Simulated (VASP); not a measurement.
# Li (P1) in VASP: further runs, part 2 of 2

VASP 6.6.1.

### Step 5. Single point, PBE+D3(BJ)

This run uses another cell than the first one, of 20.89 Å³/atom, 0.936 times its volume.

INCAR

```
SYSTEM = Li
PREC     = Accurate       ! precision mode
ENCUT    = 520            ! plane-wave cutoff, eV
EDIFF    = 1E-7           ! SCF threshold, eV
ISMEAR   = -1             ! smearing method
SIGMA    = 0.1            ! smearing width, eV
LREAL    = Auto         
LASPH    = .TRUE.         ! aspherical terms in the spheres
NELM     = 100            ! most SCF steps
ALGO     = Normal         ! electronic algorithm
ISIF     = 2              ! what is computed and relaxed
LWAVE    = .FALSE.        ! write WAVECAR
LCHARG   = .FALSE.        ! write CHGCAR
GGA      = PE             ! functional
IVDW     = 12             ! dispersion correction
NBANDS   = 38             ! bands
```

KPOINTS

```
regular mesh
0
G
  3 3 3
  0 0 0
```

POSCAR

```
Li
1.0
    6.9394870000      0.0000000000      0.0000000000
    0.0000000000      6.9394870000      0.0000000000
    0.0000000000      0.0000000000      6.9394870000
Li
16
Direct
   -0.0211831220      0.0237049223     -0.0067584247
    0.4634060126     -0.0873407501     -0.0381728505
   -0.0267599031      0.5208886478     -0.0017004139
   -0.0246415909      0.0615319259      0.5630963787
    0.2660138999      0.2141080457      0.2911022097
    0.5610645283      0.5409189469     -0.0006484629
    0.4440818176      0.0611860790      0.5395787902
    0.6803096540      0.2235035529      0.2274375613
    0.0043807273      0.4401189886      0.4417761716
    0.2222642682      0.7942950250      0.3270846966
    0.2562437252      0.3038553138      0.7988486757
    0.4935955641      0.5015644528      0.4264292159
    0.7240881062      0.8000303192      0.3035815183
    0.7151537282      0.2588087563      0.7447236374
    0.2026086366      0.7694372797      0.6901518801
    0.7883723970      0.7457611780      0.6957718921
```

Potentials or basis: VASP PAW PBE potentials, release 64 (Li_sv).

Command:

```sh
> cat potpaw_PBE.64/Li_sv/POTCAR > POTCAR
> mpirun -np 1 vasp_std > vasp.out
```

OUTCAR:

```text
SYSTEM = Li
   PREC = Accurate
   ENCUT = 520
   EDIFF = 1E-7
   ISMEAR = -1
   LREAL = Auto
   LASPH = .TRUE.
   NELM = 100
   ISIF = 2
   GGA = PE
   IVDW = 12
 IVDW          = 12

 ion  position               nearest neighbor table
   1  0.979  0.024  0.993-
   2  0.463  0.913  0.962-
   3  0.973  0.521  0.998-
   4  0.975  0.062  0.563-  14 2.59
   5  0.266  0.214  0.291-   7 2.37
   6  0.561  0.541  0.999-
   7  0.444  0.061  0.540-   5 2.37
   8  0.680  0.224  0.227-
   9  0.004  0.440  0.442-
  10  0.222  0.794  0.327-  15 2.53
  11  0.256  0.304  0.799-
  12  0.494  0.502  0.426-
  13  0.724  0.800  0.304-
  14  0.715  0.259  0.745-   4 2.59
  15  0.203  0.769  0.690-  10 2.53
  16  0.788  0.746  0.696-

  LATTYP: Found a simple cubic cell.
 ALAT       =     6.9394870000

  Lattice vectors:

 A1 = (   6.9394870000,   0.0000000000,   0.0000000000)
 A2 = (   0.0000000000,   6.9394870000,   0.0000000000)
 A3 = (   0.0000000000,   0.0000000000,   6.9394870000)

Analysis of symmetry for initial positions (statically):
=====================================================================
 Subroutine PRICEL returns:
 Original cell was already a primitive cell.

 Routine SETGRP: Setting up the symmetry group for a
 simple cubic supercell.

 Subroutine GETGRP returns: Found  1 space group operations
 (whereof  1 operations were pure point group operations)
 out of a pool of 48 trial point group operations.

The static configuration has the point symmetry C_1 .

Analysis of symmetry for dynamics (positions and initial velocities):
=====================================================================
 Subroutine PRICEL returns:
 Original cell was already a primitive cell.
[... 144 lines left out ...]
     AMIX     =   0.40;   BMIX     =  1.00
     AMIX_MAG =   1.60;   BMIX_MAG =  1.00
  volume/ion in A,a.u.               =      20.89       140.95
  Fermi-wavevector in a.u.,A,eV,Ry     =   0.857356  1.620168 10.001090  0.735059
  Thomas-Fermi vector in A             =   1.974397
   LORBIT       =      0    0 simple, 1 ext, 2 COOP (PROOUT), +10 PAW based schemes
   GGA     = PE    functional components
   LHFCALC =     F    Hartree Fock is set to
   AEXX    =    0.0000 exact exchange contribution
   IVDW    =    12    specifies the selected vdW correction
   LEPSILON=     F    determine dielectric tensor
   LRPA    =     F    only Hartree local field effects (RPA)
 non-spin polarized calculation
  energy-cutoff  :      520.00
  volume of cell :      334.18
 maximum number of plane-waves:      9045
 NGX is ok and might be reduce to    54

 number of electron      48.0000003 magnetization

 Free energy of the ion-electron system (eV)
  ---------------------------------------------------
  ext. energy  EPLUGINS =         0.00000000
  ---------------------------------------------------
  free energy    TOTEN  =       -29.38913645 eV

  energy without entropy =      -29.13886594  energy(sigma->0) =      -29.26400120

 E-fermi :   0.4993     XC(G=0):  -6.9545

 val. band max:        0.4658450579   @ k =   0.3333   0.0000   0.3333
 cond. band min:       0.5101039646   @ k =   0.0000   0.3333   0.3333
 fundamental gap:      0.0442589067
 Fermi energy:         0.4992715926

 k-point     1 :       0.0000    0.0000    0.0000
  band No.  band energies     occupation
      1     -46.2561      2.00000
      2     -46.2296      2.00000
      3     -46.1952      2.00000
      4     -46.1794      2.00000
      5     -46.1734      2.00000
      6     -46.1430      2.00000
[... 535 lines left out ...]
     35       3.7853      0.00000
     36       4.0559      0.00000
 [bands above 36 left out]

------------------------ aborting loop because EDIFF is reached ----------------------------------------

 Edisp (eV)   -2.62862

 E8    (eV) :    -1.0973

  FORCE on cell =-STRESS in cart. coord.  units (eV):
  Direction    XX          YY          ZZ          XY          YZ          ZX
  --------------------------------------------------------------------------------------
  -------------------------------------------------------------------------------------
  Total      -3.19446    -1.47711    -2.46152    -0.34033    -0.32257    -0.04601
  in kB     -15.31531    -7.08178   -11.80133    -1.63166    -1.54653    -0.22060
  external pressure =      -11.40 kB  Pullay stress =        0.00 kB

 VOLUME and BASIS-vectors are now :
 -----------------------------------------------------------------------------
  energy-cutoff  :      520.00
  volume of cell :      334.18
      direct lattice vectors                 reciprocal lattice vectors
     6.939487000  0.000000000  0.000000000     0.144102871  0.000000000  0.000000000
     0.000000000  6.939487000  0.000000000     0.000000000  0.144102871  0.000000000
     0.000000000  0.000000000  6.939487000     0.000000000  0.000000000  0.144102871

 POSITION                                       TOTAL-FORCE (eV/Angst)
 -----------------------------------------------------------------------------------
      6.79249      0.16450      6.89259         0.051191     -0.109114      0.119219
      3.21580      6.33339      6.67459         0.045737      0.437148      0.136579
      6.75379      3.61470      6.92769         0.138613      0.082643      0.242408
      6.76849      0.42700      3.90760         0.155218     -0.011135     -0.326426
      1.84600      1.48580      2.02010        -0.274161      0.077882     -0.842674
      3.89350      3.75370      6.93499        -0.347844     -0.110246      0.041674
[... 8 lines left out ...]
      1.40600      5.33950      4.78930         0.129599     -0.386733      0.430634
      5.47090      5.17520      4.82830        -0.314523     -0.156078      0.132297
 -----------------------------------------------------------------------------------
    total drift:                                0.005314     -0.007870      0.005021

  FREE ENERGIE OF THE ION-ELECTRON SYSTEM (eV)
  ---------------------------------------------------
  free  energy   TOTEN  =       -32.0177559607 eV

  energy  without entropy=      -31.7674854466  energy(sigma->0) =      -31.89262070
```

It took 4.7 min on 1 thread of Intel Xeon Platinum 8559C (Emerald Rapids), shared host; peak memory 0.39 GiB.

Results:

```yaml
Free_energy: -32.0178 eV
Largest_force: 0.890 eV/Å
Band_gap_on_the_k_mesh: zero (band 24 reaches 0.76 eV, above the bottom of band 25 at 0.33 eV)
Dispersion_energy_per_atom: -0.164 eV
```

Forces on the atoms (eV/Å):
```
Li   0.051 -0.109  0.119
Li   0.046  0.437  0.137
Li   0.139  0.083  0.242
Li   0.155 -0.011 -0.326
Li  -0.274  0.078 -0.843
Li  -0.348 -0.110  0.042
Li   0.455 -0.422  0.327
Li   0.297 -0.147 -0.115
Li  -0.296  0.331  0.162
Li  -0.123 -0.107 -0.711
Li   0.012  0.032 -0.049
Li  -0.040  0.162  0.513
Li   0.187  0.135 -0.174
Li  -0.077  0.192  0.113
Li   0.130 -0.387  0.431
Li  -0.315 -0.156  0.132
```

Levels at points of the mesh, in eV from the Fermi level:
```tsv
k point	band 21	band 22	band 23	band 24	band 25	band 26	band 27	band 28
(0.00, 0.00, 0.00)	-1.07	-1.02	-1.01	0.26	0.32	0.37	0.45	0.50
```

Caveat: the cutoff is under 1.25 times the usual one of these potentials, so pressure, stress and relaxed cells hold a basis-set (Pulay) error; pairwise dispersion overbinds metals, which lowers pressure and volume.

### Step 6. Single point, PBE+D3(BJ)

This run uses another cell than the first one, of 19.93 Å³/atom, 0.893 times its volume.

INCAR

```
SYSTEM = Li
  ALGO = Normal
  EDIFF = 1E-6
  ENCUT = 520
  GGA = PE
  ISIF = 2
  ISMEAR = -1
  IVDW = 12
  LASPH = .TRUE.
  LCHARG = .FALSE.
  LREAL = Auto
  LWAVE = .FALSE.
  NBANDS = 38
  NELM = 100
  PREC = Accurate
  SIGMA = 0.1
```

KPOINTS

```
k-points
0
G
  3 3 3
  0 0 0
```

POSCAR

```
Li
1.0
    6.8313590000      0.0000000000      0.0000000000
    0.0000000000      6.8313590000      0.0000000000
    0.0000000000      0.0000000000      6.8313590000
Li
16
Direct
   -0.0262026926      0.0163803425     -0.0184589918
    0.4627922497     -0.0842145758     -0.0383525445
   -0.0437101900      0.5322367043     -0.0087391103
   -0.0323215337      0.0896746899      0.5252834758
    0.2802224272      0.2298078611      0.2741182245
    0.5460406926      0.5065170781      0.0064116086
    0.4491931986      0.0259245635      0.5066927386
    0.6929514318      0.2356192962      0.2127541533
   -0.0669120156      0.4648562607      0.4531162833
    0.1592216132      0.8102487367      0.3172136027
    0.2695364129      0.3031314853      0.7843973652
    0.4714288914      0.5081126610      0.4149833144
    0.6787961224      0.7801229594      0.2911133788
    0.6922048746      0.2335406469      0.7468499313
    0.2436118494      0.7352709761      0.7263854820
    0.7688953252      0.6996265311      0.7335729245
```

Potentials or basis: VASP PAW PBE potentials, release 64 (Li_sv).

Command:

```sh
> cat potpaw_PBE.64/Li_sv/POTCAR > POTCAR
> mpirun -np 1 vasp_std > vasp.out
```

Wall time 3.6 min (1 thread of Intel Xeon Platinum 8559C (Emerald Rapids), shared host); peak memory 0.4 GiB.

It converged, with:

| Item | Value |
| --- | --- |
| Free energy | -32.0385 eV |
| Largest force | 0.937 eV/Å |
| Band gap on the k mesh | zero (band 24 reaches 0.89 eV, above the bottom of band 25 at 0.46 eV) |
| Dispersion energy per atom | -0.172 eV |

Forces in eV/Å, atoms in the order of the input:
```
Li   0.061 -0.034  0.046
Li   0.091  0.411  0.355
Li   0.444 -0.273  0.510
Li   0.135 -0.451  0.092
Li  -0.579  0.088 -0.732
Li  -0.438  0.199 -0.041
Li   0.311 -0.244  0.402
Li   0.288 -0.391  0.020
Li   0.210  0.154 -0.011
Li   0.032 -0.322 -0.399
Li  -0.258 -0.106 -0.113
Li  -0.128  0.078  0.703
Li   0.499  0.379 -0.175
Li  -0.102  0.181  0.032
Li  -0.281 -0.165 -0.235
Li  -0.284  0.494 -0.452
```

Levels at points of the mesh, in eV from the Fermi level:
```csv
k point,band 21,band 22,band 23,band 24,band 25,band 26,band 27,band 28
"(0.00, 0.00, 0.00)",-1.06,-1.02,-1.00,0.27,0.28,0.39,0.43,0.51
```

Caveat: the cutoff is under 1.25 times the usual one of these potentials, so pressure, stress and relaxed cells hold a basis-set (Pulay) error; pairwise dispersion overbinds metals, which lowers pressure and volume.

### Step 7. Single point, PBE+D3(BJ)

This run uses another cell than the first one, of 19.38 Å³/atom, 0.869 times its volume.

INCAR

```
  ALGO = Normal
  EDIFF = 1E-6
  ENCUT = 520
  GGA = PE
  ISIF = 2
  ISMEAR = -1
  IVDW = 12
  LASPH = T
  LCHARG = F
  LREAL = Auto
  LWAVE = F
  NBANDS = 38
  NELM = 100
  PREC = Accurate
  SIGMA = 0.1
```

KPOINTS

```
k-points
0
Gamma
  3 3 3
```

POSCAR

```
Li
1.0
    6.7689890000      0.0000000000      0.0000000000
    0.0000000000      6.7689890000      0.0000000000
    0.0000000000      0.0000000000      6.7689890000
Li
16
Direct
   -0.0076968658      0.0019796162     -0.0535973688
    0.4154239282     -0.0573645488     -0.0241099520
    0.0182154233      0.5428432518      0.0204757313
   -0.0511154620      0.0769243383      0.5131785559
    0.2670118093      0.2895114765      0.2269910617
    0.5099432131      0.5342599907     -0.0075195868
    0.4781659418     -0.0112572202      0.4422817056
    0.7571884073      0.2392528633      0.2101200046
   -0.0602010138      0.4616642160      0.4469352809
    0.1517656477      0.8546623432      0.2541147578
    0.2523124207      0.2748268611      0.7855087370
    0.4414100835      0.5273017876      0.4406418743
    0.7007841201      0.7693320228      0.2306400557
    0.6612804364      0.2202396842      0.7299908450
    0.2608809085      0.7190438631      0.7616942501
    0.7603942036      0.6888030103      0.7426072047
```

Command:

```sh
> cat potpaw_PBE.64/Li_sv/POTCAR > POTCAR
> mpirun -np 1 vasp_std > vasp.out
```

Run time: 2.5 min. Hardware: 1 thread of Intel Xeon Platinum 8559C (Emerald Rapids), shared host; peak memory 0.34 GiB.

The run converged. Its results:

* Free energy: -32.0097 eV
* Largest force: 0.929 eV/Å
* Band gap on the k mesh: zero (band 24 reaches 0.97 eV, above the bottom of band 25 at 0.53 eV)
* Dispersion energy per atom: -0.177 eV

Forces on the atoms (eV/Å):
```
Li  -0.400  0.182 -0.079
Li   0.609  0.480  0.244
Li  -0.136 -0.213  0.029
Li   0.387 -0.504  0.139
Li  -0.184 -0.443 -0.178
Li  -0.029 -0.327  0.256
Li  -0.073  0.199  0.473
Li  -0.410 -0.121 -0.455
Li   0.236  0.485  0.340
Li   0.013 -0.487  0.288
Li  -0.237  0.018 -0.416
Li   0.236  0.081  0.334
Li   0.485  0.072 -0.022
Li  -0.025  0.249  0.196
Li  -0.428 -0.029 -0.824
Li  -0.043  0.358 -0.324
```

Levels at points of the mesh, in eV from the Fermi level:
| k point | band 21 | band 22 | band 23 | band 24 | band 25 | band 26 | band 27 | band 28 |
| --- | --- | --- | --- | --- | --- | --- | --- | --- |
| (0.00, 0.00, 0.00) | -1.11 | -1.06 | -0.97 | 0.26 | 0.30 | 0.38 | 0.40 | 0.47 |

Caveat: the cutoff is under 1.25 times the usual one of these potentials, so pressure, stress and relaxed cells hold a basis-set (Pulay) error; pairwise dispersion overbinds metals, which lowers pressure and volume.

### Step 8. Overview

```csv
cell,gap on the mesh (eV),largest force (eV/Å)
"a = 7.094 Å, 16 atoms",none,0.69
"a = 6.939 Å, 16 atoms",none,0.89
"a = 6.831 Å, 16 atoms",none,0.94
"a = 6.769 Å, 16 atoms",none,0.93
```

Some of these runs hold the atoms at other places in the same cell, which the table doesn't show; runs alike in all that it shows share one row.

Alike in all rows: task single point; level PBE+D3(BJ); potentials or basis VASP PAW PBE potentials, release 64 (Li_sv); no spin polarisation; k mesh 3 × 3 × 3; cutoff (eV) 520; smearing fermi-dirac 0.1 eV.

Caveats: the cutoff is under 1.25 times the usual one of these potentials, so pressure, stress and relaxed cells hold a basis-set (Pulay) error; pairwise dispersion overbinds metals, which lowers pressure and volume.

Absolute energies hang on the potentials; compare differences alone.
